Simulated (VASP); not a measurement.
Write the native input for VASP 6.6.1 that does the following.

```yaml
Task: single point
Functional: PBEsol
Dispersion: D3(BJ)
Potentials_or_basis: VASP PAW PBE potentials, release 64 (Ge_d)
Cutoff: 520 eV
k_mesh: 7 × 7 × 7
Occupations: gaussian, width 0.5 eV
Spin: no spin polarisation
Dipole_correction: no
Further_INCAR_settings: ALGO = Normal; EDIFF = 1e-07; NBANDS = 36
```

The structure of Ge lies in POSCAR:

```
Ge
1.0
    0.0000000000      2.8857400000      5.1156650000
    2.6304970000      0.0000000000      5.1156650000
    2.6304970000      2.8857400000      0.0000000000
Ge
4
Direct
    0.7818670000      0.7818670000      0.2181330000
    0.2181330000      0.2181330000      0.7818670000
    0.2735100000      0.7264900000      0.2735100000
    0.7264900000      0.2735100000      0.7264900000
```

The input as run:

INCAR

```
SYSTEM = Ge
PREC = Accurate
ENCUT = 520
EDIFF = 1E-7
ISMEAR = 0
SIGMA = 0.5
LREAL = .False.
LASPH = .True.
NELM = 80
ALGO = Normal
ISIF = 2
LWAVE = .False.
LCHARG = .True.
GGA = PS
IVDW = 12
LELF = .True.
LVHAR = .True.
NBANDS = 36
```

KPOINTS

```
regular mesh
0
Gamma
  7 7 7
  0 0 0
```

Potentials or basis: VASP PAW PBE potentials, release 64 (Ge_d).

Run with:

```sh
$ cat potpaw_PBE.64/Ge_d/POTCAR > POTCAR
$ mpirun -np 1 vasp_std > vasp.out
```

Results of the run:

| Quantity | Value |
| --- | --- |
| Pressure | -6.0 GPa |
| Largest force | 0.042 eV/Å |
| Band gap on the k mesh | zero (bands 28 and 29 overlap by 2.71 eV) |
| Dispersion energy per atom | -0.317 eV |

Caveat: the cell stands under tension; so wide a smearing shifts energies and pressures; the PAW data sets were made with another functional, which shifts forces and pressure a little.

It took 2.8 min on 1 thread of Intel(R) Xeon(R) Platinum 8559C (Emerald Rapids), with other jobs on the host, peak memory 0.32 GiB.
